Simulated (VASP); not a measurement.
A run of VASP 6.6.1 is set up as follows.

File INCAR:

```
PREC = Accurate ; ENCUT = 520
EDIFF = 1E-7 ; ISMEAR = 0
SIGMA = 0.05 ; LREAL = F
LASPH = T ; NELM = 150
ALGO = Normal ; ISIF = 2
LWAVE = F ; LCHARG = F
ISPIN = 2 ; MAGMOM = 0.05 -0.05 -0.05 0 0 0
LORBIT = 11 ; LMAXMIX = 4
GGA = PS ; IVDW = 12
NBANDS = 37
```

File KPOINTS:

```
regular mesh
0
Gamma
  6 6 8
```

File POSCAR:

```
TaN
1.0
    5.1869719773      0.0000000000      0.0000000000
   -2.5934859887      4.4920495010      0.0000000000
    0.0000000000      0.0000000000      2.9057900455
Ta N
3 3
Direct
    0.0000000000      0.0000000000      0.0000000000
    0.3333333333      0.6666666667      0.5000000000
    0.6666666667      0.3333333333      0.5000000000
    0.5000000000      0.0000000000      0.0000000000
    0.5000000000      0.5000000000      0.0000000000
    0.0000000000      0.5000000000      0.0000000000
```

Potentials or basis: VASP PAW PBE potentials, release 64 (Ta_pv, N).

Launch:

```bash
$ cat potpaw_PBE.64/Ta_pv/POTCAR potpaw_PBE.64/N/POTCAR > POTCAR
$ mpirun -np 1 vasp_std > vasp.out
```

(1) Predict the dispersion energy per atom.

(2) What does it give for the pressure?

(3) Estimate the band gap on the k mesh.

## Answers

(1) -0.438 eV.

(2) -3.7 GPa.

(3) zero (filled and empty bands overlap).

Caveat: the PAW data sets were made with another functional, which shifts forces and pressure a little; spin-orbit coupling is left out, which moves the levels of the heavy elements; pairwise dispersion overbinds metals, which lowers pressure and volume.
